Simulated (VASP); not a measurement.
Write the native input for VASP 6.6.1 that does the following.

```yaml
Task: single point
Functional: PBE
Potentials_or_basis: VASP PAW PBE potentials, release 64 (Cu, O)
Cutoff: 520 eV
k_mesh: 29 × 29 × 29
Occupations: fermi-dirac, width 0.0612256 eV
Spin: no spin polarisation
Dipole_correction: no
Further_INCAR_settings: ALGO = Normal; EDIFF = 1e-06; NBANDS = 22
```

The structure of CuO3 (ReO3 type) lies in POSCAR:

```
CuO3
1.0
    3.6821309377      0.0000000000      0.0000000000
    0.0000000000      3.6821309377      0.0000000000
    0.0000000000      0.0000000000      3.6821309377
Cu O
1 3
Direct
    0.0000000000      0.0000000000      0.0000000000
    0.5000000000      0.0000000000      0.0000000000
    0.0000000000      0.5000000000      0.0000000000
    0.0000000000      0.0000000000      0.5000000000
```

These files were run (other wordings do the same):

INCAR

```
PREC = Accurate
ENCUT = 520
EDIFF = 1E-6
ISMEAR = -1
SIGMA = 0.06122561905347299
LREAL = F
LASPH = T
NELM = 100
ALGO = Normal
ISIF = 2
LWAVE = F
LCHARG = F
GGA = PE
NBANDS = 22
```

KPOINTS

```
Automatic mesh
0
Gamma
  29 29 29
```

Potentials or basis: VASP PAW PBE potentials, release 64 (Cu, O).

The run is started by

```sh
$ cat potpaw_PBE.64/Cu/POTCAR potpaw_PBE.64/O/POTCAR > POTCAR
$ mpirun -np 1 vasp_std > vasp.out
```

It gave:

The pressure is 5.7 GPa. The band gap on the k mesh is zero (an odd number of electrons rules out a gap without spin polarisation).

Caveat: the cell stands under pressure; an odd number of electrons without spin polarisation forces a metal; a magnetic or distorted state may lie lower; semilocal functionals often make such compounds metallic where correlation or magnetic order opens a gap, which also shifts bond lengths.

Wall time 6.1 min on 1 thread of AMD EPYC 9R45 96-Core Processor (Zen 5), on a shared host, peak memory 0.65 GiB.
